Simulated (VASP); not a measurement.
# Al (I4_1/amd) in VASP: further runs

Runs on Al. Level: PBEsol. Tasks: relaxation of cell and atoms, single point.

Everything below comes from runs of VASP 6.6.1. Logs are shortened: lines on timing, memory, paths and dates and some standing lists are left out, and cuts for length are marked.

### Step 1. The cell of the first run

The structure is tetragonal, space group I4_1/amd (No. 141). Conventional cell: a = 5.260 Å, b = 5.260 Å, c = 2.716 Å, α = 90.00°, β = 90.00°, γ = 90.00°. Al (site symmetry -4m2) has 10 Al at 2.72 to 3.33 Å within 3.6 Å.

### Step 2. Relaxation of cell and atoms, PBEsol

INCAR reads:

```
PREC     = Accurate       # precision mode
ENCUT    = 600            # plane-wave cutoff, eV
EDIFF    = 1E-7           # SCF threshold, eV
ISMEAR   = 0              # smearing method
SIGMA    = 0.1            # smearing width, eV
LREAL    = False          # projectors in reciprocal space
LASPH    = True           # aspherical terms in the spheres
NELM     = 60             # most SCF steps
ALGO     = Fast           # electronic algorithm
ISIF     = 3              # what is computed and relaxed
LWAVE    = False          # write WAVECAR
LCHARG   = False          # write CHGCAR
GGA      = PS             # functional
IBRION   = 2              # ionic algorithm
NSW      = 100            # ionic steps
EDIFFG   = -0.01          # ionic threshold
```

KPOINTS reads:

```
Automatic mesh
0
Gamma
  22 22 22
```

POSCAR reads:

```
Al
1.0
   -2.6298535700      2.6298535700      1.3579347108
    2.6298535700     -2.6298535700      1.3579347108
    2.6298535700      2.6298535700     -1.3579347108
Al
2
Direct
    0.0000000000      0.0000000000      0.0000000000
    0.7500000000      0.2500000000      0.5000000000
```

Potentials or basis: VASP PAW PBE potentials, release 64 (Al).

Run with:

```console
> cat potpaw_PBE.64/Al/POTCAR > POTCAR
> mpirun -np 1 vasp_std > vasp.out
```

OUTCAR:

```text
PREC = Accurate
   ENCUT = 600
   EDIFF = 1E-7
   ISMEAR = 0
   LREAL = False
   LASPH = True
   NELM = 60
   ISIF = 3
   GGA = PS
   IBRION = 2
   NSW = 100
   EDIFFG = -0.01

 ion  position               nearest neighbor table
   1  0.000  0.000  0.000-   2 2.72   2 2.72   2 2.72   2 2.72   2 3.33   2 3.33   2 3.33   2 3.33

   2  0.750  0.250  0.500-   1 2.72   1 2.72   1 2.72   1 2.72   1 3.33   1 3.33   1 3.33   1 3.33

  LATTYP: Found a body centered tetragonal cell.
 ALAT       =     5.2597071400
 C/A-ratio  =     0.5163537340

  Lattice vectors:

 A1 = (  -2.6298535700,   2.6298535700,   1.3579347108)
 A2 = (   2.6298535700,  -2.6298535700,   1.3579347108)
 A3 = (   2.6298535700,   2.6298535700,  -1.3579347108)

Analysis of symmetry for initial positions (statically):
=====================================================================
 Subroutine PRICEL returns:
 Original cell was already a primitive cell.

 Routine SETGRP: Setting up the symmetry group for a
 body centered tetragonal supercell.

 Subroutine GETGRP returns: Found 16 space group operations
 (whereof  8 operations were pure point group operations)
 out of a pool of 16 trial point group operations.

The static configuration has the point symmetry D_2d.
 The point group associated with its full space group is D_4h.

Analysis of symmetry for dynamics (positions and initial velocities):
=====================================================================
 Subroutine PRICEL returns:
 Original cell was already a primitive cell.

 Routine SETGRP: Setting up the symmetry group for a
 body centered tetragonal supercell.

 Subroutine GETGRP returns: Found 16 space group operations
 (whereof  8 operations were pure point group operations)
 out of a pool of 16 trial point group operations.

The dynamic configuration has the point symmetry D_2d.
 The point group associated with its full space group is D_4h.

 Subroutine INISYM returns: Found 16 space group operations
 (whereof  8 operations are pure point group operations),
 and found     1 'primitive' translations

----------------------------------------------------------------------------------------

                                     Primitive cell

  volume of cell :      37.5666

  direct lattice vectors                    reciprocal lattice vectors
    -2.629853570  2.629853570  1.357934711     0.000000000  0.190124654  0.368206215
     2.629853570 -2.629853570  1.357934711     0.190124654  0.000000000  0.368206215
     2.629853570  2.629853570 -1.357934711     0.190124654  0.190124654  0.000000000

  length of vectors
     3.959323967  3.959323967  3.959323967     0.414394982  0.414394982  0.268876864

  position of ions in fractional coordinates (direct lattice)
     0.000000000  0.000000000  0.000000000
     0.750000000  0.250000000  0.500000000

  ion indices of the primitive-cell ions
   primitive index   ion index
                 1           1
                 2           2

----------------------------------------------------------------------------------------

 KPOINTS: Automatic mesh

Automatic generation of k-mesh.
 Grid dimensions read from file:
 generate k-points for:   22   22   22

 Generating k-lattice:

  Cartesian coordinates                     Fractional coordinates (reciprocal lattice)
     0.000000000  0.008642030  0.016736646     0.045454545 -0.000000000  0.000000000
     0.008642030  0.000000000  0.016736646    -0.000000000  0.045454545  0.000000000
     0.008642030  0.008642030  0.000000000     0.000000000  0.000000000  0.045454545

  Length of vectors
     0.018836136  0.018836136  0.012221676

  Shift w.r.t. Gamma in fractional coordinates (k-lattice)
[... 58 lines left out ...]
   ISIF   =      3    stress and relaxation
   ISYM   =      2    0-nonsym 1-usesym 2-fastsym
   POTIM  = 0.5000    time-step for ionic-motion
   TEBEG  =    0.0;   TEEND  =   0.0 temperature during run
   PSTRESS=    0.0 pullay stress
   NELECT =       6.0000    total number of electrons
   NUPDOWN=      -1.0000    fix difference up-down
   EMIN   =  10.00;   EMAX   =-10.00  energy-range for DOS
   EFERMI =   0.00;   METHOD = LEGACY
   ISMEAR =     0;   SIGMA  =   0.10  broadening in eV -4-tet -1-fermi 0-gaus
   EFERMI_NEDOS =   21; number of points for ismear=-14 and -15
   IALGO  =     68    algorithm
   IMIX   =      4    mixing-type and parameters
     AMIX     =   0.40;   BMIX     =  1.00
     AMIX_MAG =   1.60;   BMIX_MAG =  1.00
  volume/ion in A,a.u.               =      18.78       126.76
  Fermi-wavevector in a.u.,A,eV,Ry     =   0.888228  1.678508 10.734308  0.788949
  Thomas-Fermi vector in A             =   2.009630
   LORBIT       =      0    0 simple, 1 ext, 2 COOP (PROOUT), +10 PAW based schemes
   GGA     = PS    functional components
   LHFCALC =     F    Hartree Fock is set to
   AEXX    =    0.0000 exact exchange contribution
   IVDW    =     0    specifies the selected vdW correction
   LEPSILON=     F    determine dielectric tensor
   LRPA    =     F    only Hartree local field effects (RPA)
 conjugate gradient relaxation of ions
 non-spin polarized calculation
 RMM-DIIS sequential band-by-band and
 Gauss-broadening in eV      SIGMA  =   0.10
  energy-cutoff  :      600.00
  volume of cell :       37.57
 maximum number of plane-waves:      1280
   NGX = 15   NGY = 15   NGZ = 15

--------------------------------------- Ionic step        1  -------------------------------------------

 number of electron       6.0000000 magnetization

 Free energy of the ion-electron system (eV)
  ---------------------------------------------------
  ext. energy  EPLUGINS =         0.00000000
  ---------------------------------------------------
  free energy    TOTEN  =        -7.58192916 eV

  energy without entropy =       -7.57692201  energy(sigma->0) =       -7.57942558

------------------------ aborting loop because EDIFF is reached ----------------------------------------

  FORCE on cell =-STRESS in cart. coord.  units (eV):
  Direction    XX          YY          ZZ          XY          YZ          ZX
  --------------------------------------------------------------------------------------
  -------------------------------------------------------------------------------------
  Total        0.0335052      0.0335052     -0.0330581      0.0000000      0.0000000      0.0000000
  in kB        1.4289605      1.4289605     -1.4098924      0.0000000      0.0000000      0.0000000
  external PRESSURE =       0.4826762 kB  Pullay stress =       0.0000000 kB

 VOLUME and BASIS-vectors are now :
 -----------------------------------------------------------------------------
  energy-cutoff  :      600.00
  volume of cell :       37.57
      direct lattice vectors                 reciprocal lattice vectors
    -2.629853570  2.629853570  1.357934711     0.000000000  0.190124654  0.368206215
     2.629853570 -2.629853570  1.357934711     0.190124654  0.000000000  0.368206215
     2.629853570  2.629853570 -1.357934711     0.190124654  0.190124654  0.000000000

 POSITION                                       TOTAL-FORCE (eV/Angst)
 -----------------------------------------------------------------------------------
      0.00000      0.00000      0.00000         0.000000      0.000000     -0.000000
      0.00000      2.62985      0.67897        -0.000000     -0.000000      0.000000
 -----------------------------------------------------------------------------------
    total drift:                                0.000000     -0.000000     -0.000000

  FREE ENERGIE OF THE ION-ELECTRON SYSTEM (eV)
  ---------------------------------------------------
  free  energy   TOTEN  =        -7.5819291556 eV

  energy  without entropy=       -7.5769220092  energy(sigma->0) =       -7.57942558

--------------------------------------- Ionic step        2  -------------------------------------------

 number of electron       6.0000000 magnetization

 Free energy of the ion-electron system (eV)
  ---------------------------------------------------
  ext. energy  EPLUGINS =         0.00000000
  ---------------------------------------------------
  free energy    TOTEN  =        -7.58197734 eV

  energy without entropy =       -7.57696955  energy(sigma->0) =       -7.57947344

 E-fermi :   6.3581     XC(G=0):  -9.7562

 val. band max:        6.3580353278   @ k =   0.1818   0.0455   0.0455
 cond. band min:       6.3615155918   @ k =  -0.3636   0.2273   0.0000
 fundamental gap:      0.0034802640
 Fermi energy:         6.3581302913

 k-point     1 :       0.0000    0.0000    0.0000
  band No.  band energies     occupation
      1      -3.6787      2.00000
      2       5.9122      2.00000
      3       5.9122      2.00000
      4       6.5695      0.00280
      5       8.4588      0.00000
      6      14.7360      0.00000
      7      16.1873      0.00000
[... 221 lines left out ...]
 k-point    24 :      -0.4545    0.0455    0.0000
  band No.  band energies     occupation
      1       0.7179      2.00000
      2       4.6520      2.00000
      3       5.5811      2.00000
      4       6.6597      0.00002
      5       8.6248      0.00000
      6       9.9268      0.00000
      7      11.9917      0.00000

 [... further k-points ...]

------------------------ aborting loop because EDIFF is reached ----------------------------------------

  FORCE on cell =-STRESS in cart. coord.  units (eV):
  Direction    XX          YY          ZZ          XY          YZ          ZX
  --------------------------------------------------------------------------------------
  -------------------------------------------------------------------------------------
  Total        0.0045833      0.0045833     -0.0117860      0.0000000     -0.0000000      0.0000000
  in kB        0.1953137      0.1953137     -0.5022502      0.0000000     -0.0000000      0.0000000
  external PRESSURE =      -0.0372076 kB  Pullay stress =       0.0000000 kB

 VOLUME and BASIS-vectors are now :
 -----------------------------------------------------------------------------
  energy-cutoff  :      600.00
  volume of cell :       37.60
      direct lattice vectors                 reciprocal lattice vectors
    -2.631978988  2.631978988  1.356851888     0.000000000  0.189971121  0.368500058
     2.631978988 -2.631978988  1.356851888     0.189971121  0.000000000  0.368500058
     2.631978988  2.631978988 -1.356851888     0.189971121  0.189971121  0.000000000

 POSITION                                       TOTAL-FORCE (eV/Angst)
 -----------------------------------------------------------------------------------
     -2.63198      2.63198      1.35685        -0.000000      0.000000     -0.000000
      0.00000      2.63198      0.67843         0.000000     -0.000000      0.000000
 -----------------------------------------------------------------------------------
    total drift:                                0.000000     -0.000000     -0.000000

  FREE ENERGIE OF THE ION-ELECTRON SYSTEM (eV)
  ---------------------------------------------------
  free  energy   TOTEN  =        -7.5819773405 eV

  energy  without entropy=       -7.5769695459  energy(sigma->0) =       -7.57947344

 reached required accuracy - stopping structural energy minimisation
```

Wall time 7.2 min (1 thread of Intel Xeon 8259CL, shared host); peak memory 0.38 GiB.

Results:

```
Free energy                           : -7.5820 eV
Relaxed volume                        : 18.80 Å³/atom
Relaxed cell                          : a = 3.962 Å, b = 3.962 Å, c = 3.962 Å, α = 96.74°, β = 96.74°, γ = 139.94°
Space group after relaxing (to 0.1 Å) : I4_1/amd (No. 141)
Energy gained by relaxing             : 0.0 meV/atom
Ionic steps                           : 2
Pressure after relaxing               : 0.0 GPa
Band gap on the k mesh                : zero (bands 3 and 4 overlap by 6.82 eV)
```

Final structure:
```
CELL_PARAMETERS angstrom
-2.63198 2.63198 1.35685
2.63198 -2.63198 1.35685
2.63198 2.63198 -1.35685
ATOMIC_POSITIONS crystal
Al 0.00000 0.00000 0.00000
Al 0.75000 0.25000 0.50000
```

Levels at points of the mesh, in eV from the Fermi level:
```tsv
k point	band 1	band 2	band 3	band 4	band 5	band 6	band 7
(0.00, 0.00, 0.00)	-10.04	-0.45	-0.45	0.21	2.10	8.38	9.83
(0.50, 0.00, 0.00)	-3.84	-3.83	0.21	0.91	1.36	2.33	6.16
(0.50, 0.50, 0.00)	-7.41	-7.41	1.94	1.94	3.61	3.61	10.90
(0.50, 0.50, 0.50)	-5.24	-5.24	-4.36	-4.36	8.54	8.54	13.76
```

Caveat: the PAW data sets were made with another functional, which shifts forces and pressure a little.

### Step 3. Single point, PBEsol

INCAR reads:

```
SYSTEM = Al
ALGO     = Fast           ! electronic algorithm
EDIFF    = 1E-6           ! SCF threshold, eV
ENCUT    = 520            ! plane-wave cutoff, eV
GGA      = PS             ! functional
ISIF     = 2              ! what is computed and relaxed
ISMEAR   = 0              ! smearing method
LASPH    = .True.         ! aspherical terms in the spheres
LCHARG   = .False.        ! write CHGCAR
LREAL    = .False.        ! projectors in reciprocal space
LWAVE    = .False.        ! write WAVECAR
NBANDS   = 10             ! bands
NELM     = 60             ! most SCF steps
PREC     = Accurate       ! precision mode
SIGMA    = 0.1            ! smearing width, eV
```

KPOINTS reads:

```
k-points
0
Gamma
  22 22 22
  0 0 0
```

POSCAR reads:

```
Al
1.0
   -2.6311760190      2.6311760190      1.3562314039
    2.6311760190     -2.6311760190      1.3562314039
    2.6311760190      2.6311760190     -1.3562314039
Al
2
Direct
    0.0000000000      0.0000000000      0.0000000000
    0.7500000000      0.2500000000      0.5000000000
```

Potentials or basis: VASP PAW PBE potentials, release 64 (Al).

Run with:

```console
> cat potpaw_PBE.64/Al/POTCAR > POTCAR
> mpirun -np 1 vasp_std > vasp.out
```

OUTCAR:

```text
SYSTEM = Al
   EDIFF = 1E-6
   ENCUT = 520
   GGA = PS
   ISIF = 2
   ISMEAR = 0
   LASPH = .True.
   LREAL = .False.
   NELM = 60
   PREC = Accurate

 ion  position               nearest neighbor table
   1  0.000  0.000  0.000-   2 2.72   2 2.72   2 2.72   2 2.72   2 3.33   2 3.33   2 3.33   2 3.33

   2  0.750  0.250  0.500-   1 2.72   1 2.72   1 2.72   1 2.72   1 3.33   1 3.33   1 3.33   1 3.33

  LATTYP: Found a body centered tetragonal cell.
 ALAT       =     5.2623520380
 C/A-ratio  =     0.5154468550

  Lattice vectors:
[... 505 lines left out ...]

  FORCE on cell =-STRESS in cart. coord.  units (eV):
  Direction    XX          YY          ZZ          XY          YZ          ZX
  --------------------------------------------------------------------------------------
  -------------------------------------------------------------------------------------
  Total        0.0183025      0.0183025      0.0081114      0.0000000      0.0000000      0.0000000
  in kB        0.7807796      0.7807796      0.3460285      0.0000000      0.0000000      0.0000000
  external PRESSURE =       0.6358626 kB  Pullay stress =       0.0000000 kB

 VOLUME and BASIS-vectors are now :
 -----------------------------------------------------------------------------
  energy-cutoff  :      520.00
  volume of cell :       37.56
      direct lattice vectors                 reciprocal lattice vectors
    -2.631176019  2.631176019  1.356231404     0.000000000  0.190029096  0.368668649
     2.631176019 -2.631176019  1.356231404     0.190029096  0.000000000  0.368668649
     2.631176019  2.631176019 -1.356231404     0.190029096  0.190029096  0.000000000

 POSITION                                       TOTAL-FORCE (eV/Angst)
 -----------------------------------------------------------------------------------
      0.00000      0.00000      0.00000        -0.000000      0.000000      0.000000
     -0.00000      2.63118      0.67812         0.000000     -0.000000     -0.000000
 -----------------------------------------------------------------------------------
    total drift:                               -0.000000     -0.000000      0.000000

  FREE ENERGIE OF THE ION-ELECTRON SYSTEM (eV)
  ---------------------------------------------------
  free  energy   TOTEN  =        -7.5818742394 eV

  energy  without entropy=       -7.5768696756  energy(sigma->0) =       -7.57937196
```

Wall time 6.4 min (1 thread of Intel Xeon 8259CL, shared host); peak memory 0.37 GiB.

What came out:

```yaml
Free_energy: -7.5819 eV
Pressure: 0.1 GPa
Band_gap_on_the_k_mesh: zero (bands 3 and 4 overlap by 6.83 eV)
```

Caveat: the PAW data sets were made with another functional, which shifts forces and pressure a little.
